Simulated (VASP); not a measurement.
# Si (Fd-3m) in VASP: notebook

Runs on Si. Level: PBE. Tasks: single point.

Program: VASP 6.6.1. These are calculated values, not measurements. Logs are shortened: lines on timing, memory, paths and dates and some standing lists are left out, and cuts for length are marked.

## (1) The cell of the first run

It takes space group Fd-3m (No. 227, cubic). Conventional cell: a = 5.421 Å, b = 5.421 Å, c = 5.421 Å, α = 90.00°, β = 90.00°, γ = 90.00°. Within 2.5 Å of Si (site symmetry -3m) lie 6 Si at 1.92 Å.

## (2) Single point, PBE

INCAR

```
  ALGO = Normal
  EDIFF = 1E-7
  ENCUT = 520
  GGA = PE
  ISIF = 2
  ISMEAR = -1
  LASPH = T
  LCHARG = F
  LREAL = F
  LWAVE = F
  NBANDS = 16
  NELM = 100
  PREC = Accurate
  SIGMA = 0.1
```

KPOINTS

```
k-points
0
Gamma
  6 6 6
```

POSCAR

```
Si
1.0
    0.0000000000      2.7105920000      2.7105920000
    2.7105920000      0.0000000000      2.7105920000
    2.7105920000      2.7105920000      0.0000000000
Si
4
Direct
    0.0000000000      0.0000000000      0.0000000000
    0.5000000000      0.0000000000      0.0000000000
    0.0000000000      0.0000000000      0.5000000000
    0.0000000000      0.5000000000      0.0000000000
```

Potentials or basis: VASP PAW PBE potentials, release 64 (Si).

Command:

```sh
$ cat potpaw_PBE.64/Si/POTCAR > POTCAR
$ mpirun -np 1 vasp_std > vasp.out
```

OUTCAR:

```text
EDIFF = 1E-7
   ENCUT = 520
   GGA = PE
   ISIF = 2
   ISMEAR = -1
   LASPH = T
   LREAL = F
   NELM = 100
   PREC = Accurate

 ion  position               nearest neighbor table
   1  0.000  0.000  0.000-   2 1.92   3 1.92   4 1.92   3 1.92   4 1.92   2 1.92
   2  0.500  0.000  0.000-   1 1.92   3 1.92   4 1.92   1 1.92   3 1.92   4 1.92
   3  0.000  0.000  0.500-   1 1.92   1 1.92   2 1.92   4 1.92   4 1.92   2 1.92
   4  0.000  0.500  0.000-   1 1.92   3 1.92   1 1.92   2 1.92   3 1.92   2 1.92

  LATTYP: Found a face centered cubic cell.
 ALAT       =     5.4211840000

  Lattice vectors:

 A1 = (   0.0000000000,   2.7105920000,   2.7105920000)
 A2 = (   2.7105920000,   0.0000000000,   2.7105920000)
 A3 = (   2.7105920000,   2.7105920000,   0.0000000000)

Analysis of symmetry for initial positions (statically):
=====================================================================
 Subroutine PRICEL returns:
 Original cell was already a primitive cell.

 Routine SETGRP: Setting up the symmetry group for a
 face centered cubic supercell.

 Subroutine GETGRP returns: Found 48 space group operations
 (whereof 12 operations were pure point group operations)
 out of a pool of 48 trial point group operations.

The static configuration has the point symmetry D_3d.
 The point group associated with its full space group is O_h .

Analysis of symmetry for dynamics (positions and initial velocities):
=====================================================================
 Subroutine PRICEL returns:
 Original cell was already a primitive cell.

 Routine SETGRP: Setting up the symmetry group for a
 face centered cubic supercell.

 Subroutine GETGRP returns: Found 48 space group operations
 (whereof 12 operations were pure point group operations)
 out of a pool of 48 trial point group operations.

The dynamic configuration has the point symmetry D_3d.
 The point group associated with its full space group is O_h .

 Subroutine INISYM returns: Found 48 space group operations
 (whereof 12 operations are pure point group operations),
 and found     1 'primitive' translations

----------------------------------------------------------------------------------------

                                     Primitive cell

  volume of cell :      39.8311

  direct lattice vectors                    reciprocal lattice vectors
     0.000000000  2.710592000  2.710592000    -0.184461549  0.184461549  0.184461549
     2.710592000  0.000000000  2.710592000     0.184461549 -0.184461549  0.184461549
     2.710592000  2.710592000  0.000000000     0.184461549  0.184461549 -0.184461549

  length of vectors
     3.833355968  3.833355968  3.833355968     0.319496776  0.319496776  0.319496776

  position of ions in fractional coordinates (direct lattice)
     0.000000000  0.000000000  0.000000000
     0.500000000  0.000000000  0.000000000
     0.000000000  0.000000000  0.500000000
     0.000000000  0.500000000  0.000000000

  ion indices of the primitive-cell ions
   primitive index   ion index
                 1           1
                 2           2
                 3           3
                 4           4

----------------------------------------------------------------------------------------

 KPOINTS: k-points

Automatic generation of k-mesh.
 Grid dimensions read from file:
 generate k-points for:    6    6    6

 Generating k-lattice:

  Cartesian coordinates                     Fractional coordinates (reciprocal lattice)
    -0.030743592  0.030743592  0.030743592     0.166666667  0.000000000  0.000000000
     0.030743592 -0.030743592  0.030743592     0.000000000  0.166666667  0.000000000
     0.030743592  0.030743592 -0.030743592     0.000000000  0.000000000  0.166666667

  Length of vectors
     0.053249463  0.053249463  0.053249463

  Shift w.r.t. Gamma in fractional coordinates (k-lattice)
     0.000000000  0.000000000  0.000000000

 Subroutine IBZKPT returns following result:
 ===========================================

 Found     16 irreducible k-points:

 Following reciprocal coordinates:
            Coordinates               Weight
  0.000000  0.000000  0.000000      1.000000
  0.166667  0.000000  0.000000      8.000000
  0.333333  0.000000  0.000000      8.000000
  0.500000  0.000000  0.000000      4.000000
  0.166667  0.166667  0.000000      6.000000
  0.333333  0.166667  0.000000     24.000000
[... 8 lines left out ...]
 -0.333333  0.333333  0.166667     24.000000
 -0.333333  0.500000  0.166667     12.000000
   k-points           NKPTS =     16   k-points in BZ     NKDIM =     16   number of bands    NBANDS=     16
   number of dos      NEDOS =    301   number of ions     NIONS =      4
   total plane-waves  NPLWV =  27000
   dimension x,y,z NGX =    30 NGY =   30 NGZ =   30
   dimension x,y,z NGXF=    60 NGYF=   60 NGZF=   60
   ions per type =               4
   NGX,Y,Z   is equivalent  to a cutoff of  13.01, 13.01, 13.01 a.u.
   NGXF,Y,Z  is equivalent  to a cutoff of  26.02, 26.02, 26.02 a.u.
 SYSTEM =  unknown system
   PREC   = accura    normal or accurate (medium, high low for compatibility)
   ISTART =      0    job   : 0-new  1-cont  2-samecut
   ICHARG =      2    charge: 1-file 2-atom 10-const
   ISPIN  =      1    spin polarized calculation?
   LNONCOLLINEAR =      F non collinear calculations
   LSORBIT =      F    spin-orbit coupling
   LASPH  =      T    aspherical Exc in radial PAW
   ENCUT  =  520.0 eV  38.22 Ry    6.18 a.u.   7.13  7.13  7.13*2*pi/ulx,y,z
   NELM   =    100;   NELMIN=  2; NELMDL= -5     # of ELM steps
   EDIFF  = 0.1E-06   stopping-criterion for ELM
   LREAL  =      F    real-space projection
   EDIFFG = 0.1E-05   stopping-criterion for IOM
   NSW    =      0    number of steps for IOM
   IBRION =     -1    ionic relax: 0-MD 1-quasi-New 2-CG
   NFREE  =      0    steps in history (QN), initial steepest desc. (CG)
   ISIF   =      2    stress and relaxation
   ISYM   =      2    0-nonsym 1-usesym 2-fastsym
   POTIM  = 0.5000    time-step for ionic-motion
   TEBEG  =    0.0;   TEEND  =   0.0 temperature during run
   PSTRESS=    0.0 pullay stress
   NELECT =      16.0000    total number of electrons
   NUPDOWN=      -1.0000    fix difference up-down
   EMIN   =  10.00;   EMAX   =-10.00  energy-range for DOS
   EFERMI =   0.00;   METHOD = LEGACY
   ISMEAR =    -1;   SIGMA  =   0.10  broadening in eV -4-tet -1-fermi 0-gaus
   EFERMI_NEDOS =   21; number of points for ismear=-14 and -15
   IALGO  =     38    algorithm
   IMIX   =      4    mixing-type and parameters
     AMIX     =   0.40;   BMIX     =  1.00
     AMIX_MAG =   1.60;   BMIX_MAG =  1.00
  volume/ion in A,a.u.               =       9.96        67.20
  Fermi-wavevector in a.u.,A,eV,Ry     =   1.207927  2.282651 19.852091  1.459088
  Thomas-Fermi vector in A             =   2.343550
   LORBIT       =      0    0 simple, 1 ext, 2 COOP (PROOUT), +10 PAW based schemes
   GGA     = PE    functional components
   LHFCALC =     F    Hartree Fock is set to
   AEXX    =    0.0000 exact exchange contribution
   IVDW    =     0    specifies the selected vdW correction
   LEPSILON=     F    determine dielectric tensor
   LRPA    =     F    only Hartree local field effects (RPA)
 non-spin polarized calculation
  energy-cutoff  :      520.00
  volume of cell :       39.83
 maximum number of plane-waves:      1090
 NGX is ok and might be reduce to    30
   NGX = 15   NGY = 15   NGZ = 15

 number of electron      16.0000001 magnetization

 Free energy of the ion-electron system (eV)
  ---------------------------------------------------
  ext. energy  EPLUGINS =         0.00000000
  ---------------------------------------------------
  free energy    TOTEN  =         0.56361143 eV

  energy without entropy =        0.60365120  energy(sigma->0) =        0.58363131

 E-fermi :  14.2820     XC(G=0): -12.2369

 val. band max:       14.2811529411   @ k =   0.5000   0.3333   0.0000
 cond. band min:      14.4212985627   @ k =   0.1667   0.1667   0.0000
 fundamental gap:      0.1401456216
 Fermi energy:        14.2820277734

 k-point     1 :       0.0000    0.0000    0.0000
  band No.  band energies     occupation
      1      -4.3319      2.00000
      2       3.9771      2.00000
      3       9.3911      2.00000
      4       9.3911      2.00000
      5       9.3911      2.00000
      6      11.3852      2.00000
[... 8 lines left out ...]
     15      24.0483      0.00000
     16      26.8108      0.00000

 k-point     2 :       0.1667    0.0000    0.0000
  band No.  band energies     occupation
      1      -3.9937      2.00000
      2       3.3663      2.00000
      3       7.3545      2.00000
      4       9.0490      2.00000
      5       9.0490      2.00000
      6      11.4998      2.00000
[... 8 lines left out ...]
     15      25.4422      0.00000
     16      25.4422      0.00000

 k-point     3 :       0.3333    0.0000    0.0000
  band No.  band energies     occupation
      1      -3.0671      2.00000
      2       1.7092      2.00000
      3       5.9071      2.00000
      4       8.7331      2.00000
      5       8.7331      2.00000
      6      10.6433      2.00000
[... 8 lines left out ...]
     15      23.7202      0.00000
     16      23.7202      0.00000

 k-point     4 :       0.5000    0.0000    0.0000
  band No.  band energies     occupation
      1      -2.2633      2.00000
      2       0.5037      2.00000
      3       5.5264      2.00000
      4       8.6953      2.00000
      5       8.6953      2.00000
      6      10.1187      2.00000
[... 8 lines left out ...]
     15      24.2030      0.00000
     16      26.2757      0.00000

 k-point     5 :       0.1667    0.1667    0.0000
  band No.  band energies     occupation
      1      -3.8782      2.00000
      2       3.2459      2.00000
      3       7.9834      2.00000
      4       7.9834      2.00000
      5       8.1340      2.00000
      6      10.6899      2.00000
[... 8 lines left out ...]
     15      24.6469      0.00000
     16      25.4107      0.00000

 k-point     6 :       0.3333    0.1667    0.0000
  band No.  band energies     occupation
      1      -3.1287      2.00000
      2       2.0970      2.00000
      3       5.8829      2.00000
      4       7.4459      2.00000
      5       8.9177      2.00000
      6       9.6733      2.00000
[... 8 lines left out ...]
     15      22.5157      0.00000
     16      23.5738      0.00000
[... 115 lines left out ...]
 k-point    13 :       0.5000    0.5000    0.0000
  band No.  band energies     occupation
      1      -0.6262      2.00000
      2      -0.6262      2.00000
      3       6.1957      2.00000
      4       6.1957      2.00000
      5       6.9336      2.00000
      6       6.9336      2.00000
[... 8 lines left out ...]
     15      24.4625      0.00000
     16      24.4625      0.00000

 k-point    14 :       0.5000    0.3333    0.1667
  band No.  band energies     occupation
      1      -2.2439      2.00000
      2       1.1160      2.00000
      3       4.7673      2.00000
      4       6.4646      2.00000
      5       9.1576      2.00000
      6       9.7126      2.00000
[... 8 lines left out ...]
     15      23.2076      0.00000
     16      24.9273      0.00000

 k-point    15 :      -0.3333    0.3333    0.1667
  band No.  band energies     occupation
      1      -1.4243      2.00000
      2       0.2482      2.00000
      3       4.2367      2.00000
      4       5.9460      2.00000
      5       9.1057      2.00000
      6      10.6008      2.00000
[... 8 lines left out ...]
     15      23.2865      0.00000
     16      26.1136      0.00000

 k-point    16 :      -0.3333    0.5000    0.1667
  band No.  band energies     occupation
      1      -0.5590      2.00000
      2      -0.5590      2.00000
      3       4.8848      2.00000
      4       4.8848      2.00000
      5       9.1718      2.00000
      6       9.1718      2.00000
[... 8 lines left out ...]
     15      23.7925      0.00000
     16      23.7925      0.00000

------------------------ aborting loop because EDIFF is reached ----------------------------------------

  FORCE on cell =-STRESS in cart. coord.  units (eV):
  Direction    XX          YY          ZZ          XY          YZ          ZX
  --------------------------------------------------------------------------------------
  -------------------------------------------------------------------------------------
  Total       64.4616985     64.4616985     64.4616985      0.0000000      0.0000000     -0.0000000
  in kB     2592.9245178   2592.9245178   2592.9245178      0.0000000      0.0000000     -0.0000000
  external PRESSURE =    2592.9245178 kB  Pullay stress =       0.0000000 kB

 VOLUME and BASIS-vectors are now :
 -----------------------------------------------------------------------------
  energy-cutoff  :      520.00
  volume of cell :       39.83
      direct lattice vectors                 reciprocal lattice vectors
     0.000000000  2.710592000  2.710592000    -0.184461549  0.184461549  0.184461549
     2.710592000  0.000000000  2.710592000     0.184461549 -0.184461549  0.184461549
     2.710592000  2.710592000  0.000000000     0.184461549  0.184461549 -0.184461549

 POSITION                                       TOTAL-FORCE (eV/Angst)
 -----------------------------------------------------------------------------------
      0.00000      0.00000      0.00000        -0.000000     -0.000000      0.000000
      0.00000      1.35530      1.35530        -0.000000     -0.000000      0.000000
      1.35530      1.35530      0.00000         0.000000      0.000000      0.000000
      1.35530      0.00000      1.35530        -0.000000     -0.000000     -0.000000
 -----------------------------------------------------------------------------------
    total drift:                                0.000000      0.000000     -0.000000

  FREE ENERGIE OF THE ION-ELECTRON SYSTEM (eV)
  ---------------------------------------------------
  free  energy   TOTEN  =         0.5636114324 eV

  energy  without entropy=        0.6036511969  energy(sigma->0) =        0.58363131
```

Run time: 12 s. Hardware: 1 thread of AMD EPYC 9R45 (Zen 5), shared host; peak memory 0.12 GiB.

What came out:

```
Free energy            : 0.5636 eV
Pressure               : 259.3 GPa
Band gap on the k mesh : zero (band 8 reaches 15.86 eV, above the bottom of band 9 at 12.25 eV)
```

## (3) Single point, PBE

INCAR

```
SYSTEM = Si
PREC = Accurate
ENCUT = 520
EDIFF = 1E-6
ISMEAR = -1
SIGMA = 0.1
LREAL = .False.
LASPH = .True.
NELM = 100
ALGO = Normal
ISIF = 2
LWAVE = .False.
LCHARG = .False.
GGA = PE
NBANDS = 16
```

KPOINTS

```
Automatic mesh
0
Gamma
  6 6 6
  0 0 0
```

POSCAR is that of step 2.

Potentials or basis: VASP PAW PBE potentials, release 64 (Si).

Command:

```sh
$ cat potpaw_PBE.64/Si/POTCAR > POTCAR
$ mpirun -np 1 vasp_std > vasp.out
```

Run time: 10 s. Hardware: 1 thread of AMD EPYC 9R45 (Zen 5), shared host; peak memory 0.12 GiB.

The run converged. Its results:

```
Free energy            : 0.5636 eV
Pressure               : 259.3 GPa
Band gap on the k mesh : zero (band 8 reaches 15.86 eV, above the bottom of band 9 at 12.25 eV)
```

Levels at points of the mesh, in eV from the Fermi level:
```tsv
k point	band 6	band 7	band 8	band 9	band 10	band 11
(0.00, 0.00, 0.00)	-2.90	-2.90	-2.90	-2.03	0.20	0.20
(0.50, 0.00, 0.00)	-4.16	-4.16	-0.32	1.13	2.91	2.91
(0.50, 0.50, 0.00)	-7.35	1.58	1.58	3.34	3.34	4.07
```
